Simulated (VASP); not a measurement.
Input of a VASP 6.6.1 run:

File INCAR:

```
PREC     = Accurate       # precision mode
ENCUT    = 520            # plane-wave cutoff, eV
EDIFF    = 1E-7           # SCF threshold, eV
ISMEAR   = -1             # smearing method
SIGMA    = 0.01           # smearing width, eV
LREAL    = F              # projectors in reciprocal space
LASPH    = T              # aspherical terms in the spheres
NELM     = 100            # most SCF steps
ALGO     = Normal         # electronic algorithm
ISIF     = 2              # what is computed and relaxed
LWAVE    = F              # write WAVECAR
LCHARG   = F              # write CHGCAR
GGA      = PS             # functional
NBANDS   = 28             # bands
```

File KPOINTS:

```
Automatic mesh
0
Gamma
  8 8 6
```

POSCAR

```
SnO
1.0
    3.6879400000      0.0000000000      0.0000000000
    0.0000000000      3.6879400000      0.0000000000
    0.0000000000      0.0000000000      4.8360000000
Sn O
2 2
Direct
    0.0000000000      0.5000000000      0.2385000000
    0.5000000000      0.0000000000      0.7615000000
    0.0000000000      0.0000000000      0.0000000000
    0.5000000000      0.5000000000      0.0000000000
```

Potentials or basis: VASP PAW PBE potentials, release 64 (Sn_d, O).

Launch:

```sh
$ cat potpaw_PBE.64/Sn_d/POTCAR potpaw_PBE.64/O/POTCAR > POTCAR
$ mpirun -np 1 vasp_std > vasp.out
```

Task: Predict the band gap on the k mesh.

Result: Zero (band 20 reaches 8.15 eV, above the bottom of band 21 at 7.78 eV).

Task: Estimate the largest force.

Result: 0.942 eV/Å.

Forces on the atoms (eV/Å):
```
Sn   0.000  0.000  0.942
Sn   0.000  0.000 -0.942
O    0.000  0.000  0.000
O    0.000  0.000  0.000
```

Caveat: the cell differs from its parent crystal (equal xx and yy strain of -3 %); the PAW data sets were made with another functional, which shifts forces and pressure a little; spin-orbit coupling is left out, which moves the levels of the heavy elements.
